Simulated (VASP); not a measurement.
# Si (R-3m) in VASP: single point with r2SCAN

Aim: the single point of Si with r2SCAN.

Program: VASP 6.6.1. These are calculated values, not measurements. Logs are shortened: lines on timing, memory, paths and dates and some standing lists are left out, and cuts for length are marked.

## (1) The cell of the first run

The structure is trigonal, space group R-3m (No. 166). The conventional cell has a = 3.834 Å, b = 3.834 Å, c = 9.501 Å, α = 90.00°, β = 90.00°, γ = 120.00°. Within 3.1 Å of Si (site symmetry 3m) lie 4 Si at 2.35 to 2.37 Å.

## (2) Single point, r2SCAN

File POSCAR:

```
Si
1.0
    0.0210460231      2.7321321031      2.7321321031
    2.7321321031      0.0210460231      2.7321321031
    2.7321321031      2.7321321031      0.0210460231
Si
2
Direct
    0.0005024156      0.0005024156      0.0005024156
    0.2494975844      0.2494975844      0.2494975844
```

File INCAR.step1:

```
SYSTEM = Si
ALGO     = Normal         ! electronic algorithm
EDIFF    = 1E-4           ! SCF threshold, eV
ENCUT    = 520            ! plane-wave cutoff, eV
GGA      = PE             ! functional
ISMEAR   = 0              ! smearing method
LASPH    = .TRUE.         ! aspherical terms in the spheres
LCHARG   = .FALSE.        ! write CHGCAR
LREAL    = .FALSE.        ! projectors in reciprocal space
LWAVE    = .TRUE.         ! write WAVECAR
NBANDS   = 11             ! bands
NELM     = 80             ! most SCF steps
PREC     = Accurate       ! precision mode
SIGMA    = 0.01           ! smearing width, eV
```

File INCAR.step2:

```
SYSTEM = Si
ALGO     = Normal         ! electronic algorithm
EDIFF    = 1E-7           ! SCF threshold, eV
ENCUT    = 520            ! plane-wave cutoff, eV
ISIF     = 2              ! what is computed and relaxed
ISMEAR   = 0              ! smearing method
ISTART   = 1            
LASPH    = .TRUE.         ! aspherical terms in the spheres
LCHARG   = .TRUE.         ! write CHGCAR
LELF     = .TRUE.         ! ELF
LMIXTAU  = .TRUE.       
LREAL    = .FALSE.        ! projectors in reciprocal space
LVHAR    = .TRUE.       
LWAVE    = .FALSE.        ! write WAVECAR
METAGGA  = R2SCAN         ! meta-GGA
NBANDS   = 11             ! bands
NELM     = 80             ! most SCF steps
PREC     = Accurate       ! precision mode
SIGMA    = 0.01           ! smearing width, eV
```

File KPOINTS:

```
k-points
0
G
  10 10 10
  0 0 0
```

Potentials or basis: VASP PAW PBE potentials, release 64 (Si).

Command:

```bash
cat potpaw_PBE.64/Si/POTCAR > POTCAR
cp INCAR.step1 INCAR
mpirun -np 1 vasp_std > vasp.out
cp INCAR.step2 INCAR
mpirun -np 1 vasp_std > vasp.out
```

OUTCAR:

```text
SYSTEM = Si
   EDIFF = 1E-7
   ENCUT = 520
   ISIF = 2
   ISMEAR = 0
   ISTART = 1
   LASPH = .TRUE.
   LREAL = .FALSE.
   METAGGA = R2SCAN
   NELM = 80
   PREC = Accurate

 ion  position               nearest neighbor table
   1  0.001  0.001  0.001-   2 2.35   2 2.35   2 2.35   2 2.37
   2  0.249  0.249  0.249-   1 2.35   1 2.35   1 2.35   1 2.37

  LATTYP: Found a trigonal (rhomboedric) cell.
 ALAT       =     3.8638755923
 COS(alpha) =     0.5076880872

  Lattice vectors:

 A1 = (   0.0210460231,   2.7321321031,   2.7321321031)
 A2 = (   2.7321321031,   0.0210460231,   2.7321321031)
 A3 = (   2.7321321031,   2.7321321031,   0.0210460231)

Analysis of symmetry for initial positions (statically):
=====================================================================
 Subroutine PRICEL returns:
 Original cell was already a primitive cell.

 Routine SETGRP: Setting up the symmetry group for a
 trigonal (rhombohedral) supercell.

 Subroutine GETGRP returns: Found 12 space group operations
 (whereof  6 operations were pure point group operations)
 out of a pool of 12 trial point group operations.

The static configuration has the point symmetry C_3v.
 The point group associated with its full space group is D_3d.

Analysis of symmetry for dynamics (positions and initial velocities):
=====================================================================
 Subroutine PRICEL returns:
 Original cell was already a primitive cell.

 Routine SETGRP: Setting up the symmetry group for a
 trigonal (rhombohedral) supercell.

 Subroutine GETGRP returns: Found 12 space group operations
 (whereof  6 operations were pure point group operations)
 out of a pool of 12 trial point group operations.

The dynamic configuration has the point symmetry C_3v.
 The point group associated with its full space group is D_3d.

 Subroutine INISYM returns: Found 12 space group operations
 (whereof  6 operations are pure point group operations),
 and found     1 'primitive' translations

----------------------------------------------------------------------------------------

                                     Primitive cell

  volume of cell :      40.3170

  direct lattice vectors                    reciprocal lattice vectors
     0.021046023  2.732132103  2.732132103    -0.185135545  0.183720320  0.183720320
     2.732132103  0.021046023  2.732132103     0.183720320 -0.185135545  0.183720320
     2.732132103  2.732132103  0.021046023     0.183720320  0.183720320 -0.185135545

  length of vectors
     3.863875592  3.863875592  3.863875592     0.319032101  0.319032101  0.319032101

  position of ions in fractional coordinates (direct lattice)
     0.000502416  0.000502416  0.000502416
[... 91 lines left out ...]
   EMIN   =  10.00;   EMAX   =-10.00  energy-range for DOS
   EFERMI =   0.00;   METHOD = LEGACY
   ISMEAR =     0;   SIGMA  =   0.01  broadening in eV -4-tet -1-fermi 0-gaus
   EFERMI_NEDOS =   21; number of points for ismear=-14 and -15
   IALGO  =     38    algorithm
   IMIX   =      4    mixing-type and parameters
     AMIX     =   0.40;   BMIX     =  1.00
     AMIX_MAG =   1.60;   BMIX_MAG =  1.00
  volume/ion in A,a.u.               =      20.16       136.04
  Fermi-wavevector in a.u.,A,eV,Ry     =   0.954866  1.804434 12.405360  0.911768
  Thomas-Fermi vector in A             =   2.083651
   LORBIT       =      0    0 simple, 1 ext, 2 COOP (PROOUT), +10 PAW based schemes
   METAGGA = R2SCAN    functional components
   LHFCALC =     F    Hartree Fock is set to
   AEXX    =    0.0000 exact exchange contribution
   IVDW    =     0    specifies the selected vdW correction
   LEPSILON=     F    determine dielectric tensor
   LRPA    =     F    only Hartree local field effects (RPA)
 non-spin polarized calculation
 Gauss-broadening in eV      SIGMA  =   0.01
  energy-cutoff  :      520.00
  volume of cell :       40.32
 maximum number of plane-waves:      1102
 NGX is ok and might be reduce to    30
   NGX = 15   NGY = 15   NGZ = 15

 number of electron       8.0000000 magnetization

 Free energy of the ion-electron system (eV)
  ---------------------------------------------------
  ext. energy  EPLUGINS =         0.00000000
  ---------------------------------------------------
  free energy    TOTEN  =       -17.54800680 eV

  energy without entropy =      -17.54800680  energy(sigma->0) =      -17.54800680

 E-fermi :   5.8048     XC(G=0):  -9.8279

 val. band max:        5.7067452388   @ k =   0.0000   0.0000   0.0000
 cond. band min:       6.4562241804   @ k =   0.4000   0.4000   0.0000
 fundamental gap:      0.7494789415
 Fermi energy:         5.8047761257

 k-point     1 :       0.0000    0.0000    0.0000
  band No.  band energies     occupation
      1      -6.8092      2.00000
      2       5.5923      2.00000
      3       5.7067      2.00000
      4       5.7067      2.00000
      5       8.3198      0.00000
      6       8.4682      0.00000
      7       8.4682      0.00000
      8       9.5895      0.00000
      9      13.7928      0.00000
     10      13.7928      0.00000
     11      14.3420      0.00000
[... 309 lines left out ...]
 k-point    24 :       0.4000    0.3000    0.0000
  band No.  band energies     occupation
      1      -4.5440      2.00000
      2       0.0556      2.00000
      3       2.7284      2.00000
      4       3.0649      2.00000
      5       6.9104      0.00000
      6       8.2305      0.00000
      7      13.0777      0.00000
      8      13.2163      0.00000
      9      16.6900      0.00000
     10      17.2274      0.00000
     11      18.5662      0.00000

 [... further k-points ...]

------------------------ aborting loop because EDIFF is reached ----------------------------------------

  FORCE on cell =-STRESS in cart. coord.  units (eV):
  Direction    XX          YY          ZZ          XY          YZ          ZX
  --------------------------------------------------------------------------------------
  -------------------------------------------------------------------------------------
  Total       -0.0449325     -0.0449325     -0.0449325     -0.1577762     -0.1577762     -0.1577762
  in kB       -1.7855952     -1.7855952     -1.7855952     -6.2699530     -6.2699530     -6.2699530
  external PRESSURE =      -1.7855952 kB  Pullay stress =       0.0000000 kB

 VOLUME and BASIS-vectors are now :
 -----------------------------------------------------------------------------
  energy-cutoff  :      520.00
  volume of cell :       40.32
      direct lattice vectors                 reciprocal lattice vectors
     0.021046023  2.732132103  2.732132103    -0.185135545  0.183720320  0.183720320
     2.732132103  0.021046023  2.732132103     0.183720320 -0.185135545  0.183720320
     2.732132103  2.732132103  0.021046023     0.183720320  0.183720320 -0.185135545

 POSITION                                       TOTAL-FORCE (eV/Angst)
 -----------------------------------------------------------------------------------
      0.00276      0.00276      0.00276        -0.004522     -0.004522     -0.004522
      1.36857      1.36857      1.36857         0.004522      0.004522      0.004522
 -----------------------------------------------------------------------------------
    total drift:                               -0.000000     -0.000000     -0.000000

  FREE ENERGIE OF THE ION-ELECTRON SYSTEM (eV)
  ---------------------------------------------------
  free  energy   TOTEN  =       -17.5480067982 eV

  energy  without entropy=      -17.5480067982  energy(sigma->0) =      -17.54800680
```

Wall time 3.1 min (1 thread of Intel Xeon Platinum 8259CL at 2.50GHz (Skylake/Cascade Lake), shared host); peak memory 0.18 GiB.

What came out:

```yaml
Free_energy: -17.5480 eV
Pressure: -0.2 GPa
Largest_force: 0.008 eV/Å
Band_gap_on_the_k_mesh: 0.75 eV, indirect (least direct gap 2.61 eV)
```

Forces in eV/Å, atoms in the order of the input:
```
Si  -0.005 -0.005 -0.005
Si   0.005  0.005  0.005
```

Stress tensor (GPa, compression positive):
```
-0.18 -0.63 -0.63
-0.63 -0.18 -0.63
-0.63 -0.63 -0.18
```

Levels at points of the mesh, in eV from the valence-band top:
```
           k point  band 1  band 2  band 3  band 4  band 5  band 6  band 7  band 8  band 9
(0.00, 0.00, 0.00)  -12.52   -0.11    0.00    0.00    2.61    2.76    2.76    3.88    8.09
(0.50, 0.00, 0.00)  -10.06   -7.27   -1.35   -1.30    1.78    3.50    3.57    8.26   11.04
(0.50, 0.50, 0.00)   -8.19   -8.16   -3.08   -2.98    0.84    0.96   10.75   10.80   11.55
(0.50, 0.50, 0.50)  -10.14   -7.29   -1.24   -1.24    1.95    3.61    3.61    8.38   11.05
```

Caveat: the PAW data sets were made with another functional, which shifts forces and pressure a little. r2SCAN opens gaps a little over a GGA but as a rule still falls short of measured ones.
